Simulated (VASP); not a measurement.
# HC4 in VASP: a series of runs

Runs on HC4. Level: r2SCAN. Tasks: single point.

Everything below comes from runs of VASP 6.6.1. Logs are shortened: lines on timing, memory, paths and dates and some standing lists are left out, and cuts for length are marked.

**1. The cell of the first run**

The cell holds a slab with vacuum, 20 atoms: a = 5.035 Å, b = 2.518 Å, c = 19.733 Å, α = 90.00°, β = 90.00°, γ = 90.00°.

**2. Single point, r2SCAN**

File POSCAR:

```
HC4
1.0
    5.0350011261      0.0000000000      0.0000000000
    0.0000000000      2.5175005631      0.0000000000
    0.0000000000      0.0000000000     19.7329018234
C H
16 4
Direct
    0.5000000000      0.5000000000      0.2357689632
    0.0000000000      0.5000000000      0.2357689632
    0.5000000000      0.0000000000      0.2808748918
    0.0000000000      0.0000000000      0.2808748918
    0.7500000000      0.0000000000      0.3259808203
    0.2500000000      0.0000000000      0.3259808203
    0.7500000000      0.5000000000      0.3710867489
    0.2500000000      0.5000000000      0.3710867489
   -0.0049491603      0.5000000000      0.4224736053
    0.5024592115      0.5000000000      0.4156756898
   -0.0053678511      0.0000000000      0.4721430575
    0.5064510802      0.0000000000      0.4600992582
    0.2624195213      0.0000000000      0.5113823499
    0.7237603840      0.0000000000      0.5200185884
    0.3612864314      0.5000000000      0.5432241188
    0.6303812927      0.5000000000      0.5643563376
    0.6429144453      0.5000000000      0.1982508924
    0.3570855547      0.5000000000      0.1982508924
    0.1423584706      0.5000000000      0.1980631397
   -0.1423584706      0.5000000000      0.1980631397
```

File INCAR.step1:

```
SYSTEM = HC4
  PREC = Accurate
  ENCUT = 520
  ISMEAR = 0
  SIGMA = 0.05
  LREAL = Auto
  LASPH = .TRUE.
  NELM = 80
  LDIPOL = .TRUE.
  IDIPOL = 3
  DIPOL = 0.5 0.5 0.356
  NBANDS = 50
  GGA = PE
  ALGO = Normal
  EDIFF = 1E-4
  LWAVE = .TRUE.
  LCHARG = .FALSE.
```

File INCAR.step2:

```
SYSTEM = HC4
  PREC = Accurate
  ENCUT = 520
  EDIFF = 1E-6
  ISMEAR = 0
  SIGMA = 0.05
  LREAL = Auto
  LASPH = .TRUE.
  NELM = 80
  ALGO = Normal
  ISIF = 2
  LWAVE = .FALSE.
  LCHARG = .FALSE.
  LDIPOL = .TRUE.
  IDIPOL = 3
  DIPOL = 0.5 0.5 0.356
  METAGGA = R2SCAN
  LMIXTAU = .TRUE.
  NBANDS = 50
  ISTART = 1
```

File KPOINTS:

```
Automatic mesh
0
G
  5 10 1
  0 0 0
```

Potentials or basis: VASP PAW PBE potentials, release 64 (C, H).

Started as:

```bash
$ cat potpaw_PBE.64/C/POTCAR potpaw_PBE.64/H/POTCAR > POTCAR
$ cp INCAR.step1 INCAR
$ mpirun -np 1 vasp_std > vasp.out
$ cp INCAR.step2 INCAR
$ mpirun -np 1 vasp_std > vasp.out
```

OUTCAR:

```text
SYSTEM = HC4
   PREC = Accurate
   ENCUT = 520
   EDIFF = 1E-6
   ISMEAR = 0
   LREAL = Auto
   LASPH = .TRUE.
   NELM = 80
   ISIF = 2
   METAGGA = R2SCAN
   ISTART = 1

 ion  position               nearest neighbor table
   1  0.500  0.500  0.236-  17 1.03  18 1.03   3 1.54   3 1.54
   2  0.000  0.500  0.236-  19 1.03  20 1.03   4 1.54   4 1.54
   3  0.500  0.000  0.281-   5 1.54   6 1.54   1 1.54   1 1.54
   4  0.000  0.000  0.281-   5 1.54   6 1.54   2 1.54   2 1.54
   5  0.750  0.000  0.326-   3 1.54   4 1.54   7 1.54   7 1.54
   6  0.250  0.000  0.326-   3 1.54   4 1.54   8 1.54   8 1.54
   7  0.750  0.500  0.371-  10 1.53   5 1.54   5 1.54   9 1.60
   8  0.250  0.500  0.371-   6 1.54   6 1.54  10 1.55   9 1.64
   9  0.995  0.500  0.422-  11 1.60  11 1.60   7 1.60   8 1.64
  10  0.502  0.500  0.416-   7 1.53  12 1.53  12 1.53   8 1.55
  11  0.995  0.000  0.472-  13 1.55   9 1.60   9 1.60  14 1.66
  12  0.506  0.000  0.460-  10 1.53  10 1.53  13 1.59  14 1.61
  13  0.262  0.000  0.511-  15 1.49  15 1.49  11 1.55  12 1.59
  14  0.724  0.000  0.520-  16 1.60  16 1.60  12 1.61  11 1.66
  15  0.361  0.500  0.543-  16 1.42  13 1.49  13 1.49
  16  0.630  0.500  0.564-  15 1.42  14 1.60  14 1.60
  17  0.643  0.500  0.198-   1 1.03
  18  0.357  0.500  0.198-   1 1.03
  19  0.142  0.500  0.198-   2 1.03
  20  0.858  0.500  0.198-   2 1.03

  LATTYP: Found a simple orthorhombic cell.
 ALAT       =     2.5175005631
 B/A-ratio  =     2.0000000000
 C/A-ratio  =     7.8382909274

  Lattice vectors:

 A1 = (   0.0000000000,  -2.5175005631,   0.0000000000)
 A2 = (   5.0350011261,   0.0000000000,   0.0000000000)
 A3 = (   0.0000000000,   0.0000000000,  19.7329018234)

Analysis of symmetry for initial positions (statically):
=====================================================================
 Subroutine PRICEL returns:
 Original cell was already a primitive cell.

 Routine SETGRP: Setting up the symmetry group for a
 simple orthorhombic supercell.

 Subroutine GETGRP returns: Found  2 space group operations
 (whereof  2 operations were pure point group operations)
 out of a pool of  8 trial point group operations.

The static configuration has the point symmetry C_1h.

Analysis of symmetry for dynamics (positions and initial velocities):
=====================================================================
 Subroutine PRICEL returns:
 Original cell was already a primitive cell.

 Routine SETGRP: Setting up the symmetry group for a
 simple orthorhombic supercell.

 Subroutine GETGRP returns: Found  2 space group operations
 (whereof  2 operations were pure point group operations)
 out of a pool of  8 trial point group operations.

The dynamic configuration has the point symmetry C_1h.

 Subroutine INISYM returns: Found  2 space group operations
 (whereof  2 operations are pure point group operations),
 and found     1 'primitive' translations

----------------------------------------------------------------------------------------

                                     Primitive cell

  volume of cell :     250.1267

  direct lattice vectors                    reciprocal lattice vectors
     5.035001126  0.000000000  0.000000000     0.198609687  0.000000000  0.000000000
     0.000000000  2.517500563  0.000000000     0.000000000  0.397219375  0.000000000
     0.000000000  0.000000000 19.732901823     0.000000000  0.000000000  0.050676784

  length of vectors
     5.035001126  2.517500563 19.732901823     0.198609687  0.397219375  0.050676784

  position of ions in fractional coordinates (direct lattice)
     0.500000000  0.500000000  0.235768963
     0.000000000  0.500000000  0.235768963
     0.500000000  0.000000000  0.280874892
     0.000000000  0.000000000  0.280874892
     0.750000000  0.000000000  0.325980820
     0.250000000  0.000000000  0.325980820
[... 12 lines left out ...]
     0.142358471  0.500000000  0.198063140
     0.857641529  0.500000000  0.198063140

  ion indices of the primitive-cell ions
   primitive index   ion index
                 1           1
                 2           2
                 3           3
                 4           4
                 5           5
                 6           6
[... 12 lines left out ...]
                19          19
                20          20

----------------------------------------------------------------------------------------

 KPOINTS: Automatic mesh

Automatic generation of k-mesh.
 Grid dimensions read from file:
 generate k-points for:    5   10    1

 Generating k-lattice:

  Cartesian coordinates                     Fractional coordinates (reciprocal lattice)
     0.039721937  0.000000000  0.000000000     0.200000000  0.000000000  0.000000000
     0.000000000  0.039721937  0.000000000     0.000000000  0.100000000  0.000000000
     0.000000000  0.000000000  0.050676784     0.000000000  0.000000000  1.000000000

  Length of vectors
     0.039721937  0.039721937  0.050676784

  Shift w.r.t. Gamma in fractional coordinates (k-lattice)
     0.000000000  0.000000000  0.000000000

 Subroutine IBZKPT returns following result:
 ===========================================

 Found     18 irreducible k-points:

 Following reciprocal coordinates:
            Coordinates               Weight
  0.000000  0.000000  0.000000      1.000000
  0.200000  0.000000  0.000000      2.000000
  0.400000  0.000000  0.000000      2.000000
  0.000000  0.100000  0.000000      2.000000
  0.200000  0.100000  0.000000      4.000000
  0.400000  0.100000  0.000000      4.000000
[... 10 lines left out ...]
  0.200000  0.500000  0.000000      2.000000
  0.400000  0.500000  0.000000      2.000000
   k-points           NKPTS =     18   k-points in BZ     NKDIM =     18   number of bands    NBANDS=     50
   number of dos      NEDOS =    301   number of ions     NIONS =     20
   total plane-waves  NPLWV = 120000
   dimension x,y,z NGX =    40 NGY =   20 NGZ =  150
   dimension x,y,z NGXF=    80 NGYF=   40 NGZF=  300
   ions per type =              16   4
   NGX,Y,Z   is equivalent  to a cutoff of  13.21, 13.21, 12.64 a.u.
   NGXF,Y,Z  is equivalent  to a cutoff of  26.41, 26.41, 25.27 a.u.
 SYSTEM =  HC4
   PREC   = accura    normal or accurate (medium, high low for compatibility)
   ISTART =      1    job   : 0-new  1-cont  2-samecut
   ICHARG =      0    charge: 1-file 2-atom 10-const
   ISPIN  =      1    spin polarized calculation?
   LNONCOLLINEAR =      F non collinear calculations
   LSORBIT =      F    spin-orbit coupling
   LASPH  =      T    aspherical Exc in radial PAW
   ENCUT  =  520.0 eV  38.22 Ry    6.18 a.u.   9.36  4.68 36.69*2*pi/ulx,y,z
   NELM   =     80;   NELMIN=  2; NELMDL=  0     # of ELM steps
   EDIFF  = 0.1E-05   stopping-criterion for ELM
   LREAL  =      T    real-space projection
   EDIFFG = 0.1E-04   stopping-criterion for IOM
   NSW    =      0    number of steps for IOM
   IBRION =     -1    ionic relax: 0-MD 1-quasi-New 2-CG
   NFREE  =      0    steps in history (QN), initial steepest desc. (CG)
   ISIF   =      2    stress and relaxation
   ISYM   =      2    0-nonsym 1-usesym 2-fastsym
   POTIM  = 0.5000    time-step for ionic-motion
   TEBEG  =    0.0;   TEEND  =   0.0 temperature during run
   PSTRESS=    0.0 pullay stress
   NELECT =      68.0000    total number of electrons
   NUPDOWN=      -1.0000    fix difference up-down
   EMIN   =  10.00;   EMAX   =-10.00  energy-range for DOS
   EFERMI =   0.00;   METHOD = LEGACY
   ISMEAR =     0;   SIGMA  =   0.05  broadening in eV -4-tet -1-fermi 0-gaus
   EFERMI_NEDOS =   21; number of points for ismear=-14 and -15
   IALGO  =     38    algorithm
   IMIX   =      4    mixing-type and parameters
     AMIX     =   0.40;   BMIX     =  1.00
     AMIX_MAG =   1.60;   BMIX_MAG =  1.00
  volume/ion in A,a.u.               =      12.51        84.40
  Fermi-wavevector in a.u.,A,eV,Ry     =   1.060534  2.004118 15.302901  1.124732
  Thomas-Fermi vector in A             =   2.195918
   LORBIT       =      0    0 simple, 1 ext, 2 COOP (PROOUT), +10 PAW based schemes
   METAGGA = R2SCAN    functional components
   LHFCALC =     F    Hartree Fock is set to
   AEXX    =    0.0000 exact exchange contribution
   IVDW    =     0    specifies the selected vdW correction
   LEPSILON=     F    determine dielectric tensor
   LRPA    =     F    only Hartree local field effects (RPA)
 non-spin polarized calculation
 Gauss-broadening in eV      SIGMA  =   0.05
  energy-cutoff  :      520.00
  volume of cell :      250.13
 maximum number of plane-waves:      6791
 NGX is ok and might be reduce to    40
   NGX = 19   NGY =  9   NGZ = 73

 number of electron      68.0000009 magnetization

 dipolmoment           0.000000      0.000000      0.313600 electrons x Angstroem

 Free energy of the ion-electron system (eV)
  ---------------------------------------------------
  ext. energy  EPLUGINS =         0.00000000
  ---------------------------------------------------
  free energy    TOTEN  =      -162.51816697 eV

  energy without entropy =     -162.51816697  energy(sigma->0) =     -162.51816697

 E-fermi :   1.5330     XC(G=0):  -6.3861

 val. band max:        1.2563399799   @ k =   0.0000   0.0000   0.0000
 cond. band min:       2.6538712062   @ k =   0.0000   0.5000   0.0000
 fundamental gap:      1.3975312263
 Fermi energy:         1.5329873106

 k-point     1 :       0.0000    0.0000    0.0000
  band No.  band energies     occupation
      1     -20.9457      2.00000
      2     -19.8965      2.00000
      3     -17.9714      2.00000
      4     -16.3363      2.00000
      5     -16.3054      2.00000
      6     -15.7484      2.00000
[... 38 lines left out ...]
     45       7.8689      0.00000
     46       8.0360      0.00000
[... 791 lines left out ...]
      5     -14.6609      2.00000
      6     -14.2851      2.00000
[... 38 lines left out ...]
     45       9.3191      0.00000
     46       9.4690      0.00000
 [bands above 46 left out]

------------------------ aborting loop because EDIFF is reached ----------------------------------------

 vacuum level on the upper side and lower side of the slab       (xc-potential included)         2.107        -2.233

  FORCE on cell =-STRESS in cart. coord.  units (eV):
  Direction    XX          YY          ZZ          XY          YZ          ZX
  --------------------------------------------------------------------------------------
  -------------------------------------------------------------------------------------
  Total       26.8894655      3.0961701    -18.3723667      0.0000000      0.0000000      0.0413171
  in kB      172.2394570     19.8324011   -117.6835024      0.0000000      0.0000000      0.2646551
  external PRESSURE =      24.7961186 kB  Pullay stress =       0.0000000 kB

 VOLUME and BASIS-vectors are now :
 -----------------------------------------------------------------------------
  energy-cutoff  :      520.00
  volume of cell :      250.13
      direct lattice vectors                 reciprocal lattice vectors
     5.035001126  0.000000000  0.000000000     0.198609687  0.000000000  0.000000000
     0.000000000  2.517500563  0.000000000     0.000000000  0.397219375  0.000000000
     0.000000000  0.000000000 19.732901823     0.000000000  0.000000000  0.050676784

 POSITION                                       TOTAL-FORCE (eV/Angst)
 -----------------------------------------------------------------------------------
      2.51750      1.25875      4.65241        -0.011337      0.000000      1.905219
      0.00000      1.25875      4.65241         0.007654      0.000000      1.814173
      2.51750      0.00000      5.54248         0.026719      0.000000     -1.600596
      0.00000      0.00000      5.54248        -0.021769      0.000000     -1.721359
      3.77625      0.00000      6.43255         0.557116      0.000000      0.238589
      1.25875      0.00000      6.43255        -0.566959      0.000000      0.375522
[... 12 lines left out ...]
      0.71678      1.25875      3.90836         0.056843      0.000000     -0.056199
      4.31823      1.25875      3.90836        -0.060384      0.000000     -0.056232
 -----------------------------------------------------------------------------------
    total drift:                                0.010609      0.000000      0.009958

  FREE ENERGIE OF THE ION-ELECTRON SYSTEM (eV)
  ---------------------------------------------------
  free  energy   TOTEN  =      -162.5181669661 eV

  energy  without entropy=     -162.5181669661  energy(sigma->0) =     -162.51816697

 vacuum level on the upper side and lower side of the slab         7.592         3.135
```

Run time: 13 min. Hardware: 1 thread of AMD EPYC 9R45 (Zen 5), shared host; peak memory 0.39 GiB.

Results:

```yaml
Free_energy: -162.5182 eV
Largest_force: 5.447 eV/Å
Band_gap_on_the_k_mesh: 1.40 eV (least direct gap 1.73 eV)
```

Forces in eV/Å, atoms in the order of the input:
```
C   -0.011  0.000  1.905
C    0.008  0.000  1.814
C    0.027  0.000 -1.601
C   -0.022  0.000 -1.721
C    0.557  0.000  0.239
C   -0.567  0.000  0.376
C    0.434  0.000  1.173
C   -0.428  0.000  1.605
C    0.014  0.000 -0.016
C   -0.008  0.000 -0.004
C   -0.015  0.000  0.008
C    0.004  0.000 -0.006
C   -0.049  0.000  0.000
C    0.044  0.000 -0.006
C   -0.057  0.000  1.902
C    0.071  0.000 -5.447
H    0.057  0.000 -0.054
H   -0.055  0.000 -0.055
H    0.057  0.000 -0.056
H   -0.060  0.000 -0.056
```

Levels at points of the mesh, in eV from the valence-band top:
```tsv
k point	band 32	band 33	band 34	band 35	band 36	band 37
(0.00, 0.00, 0.00)	-0.80	-0.49	0.00	1.73	2.44	3.45
(0.00, 0.50, 0.00)	-1.99	-1.63	-0.84	1.40	4.62	4.81
```

Caveat: the PAW data sets were made with another functional, which shifts forces and pressure a little.

[end of part 1 of 2]
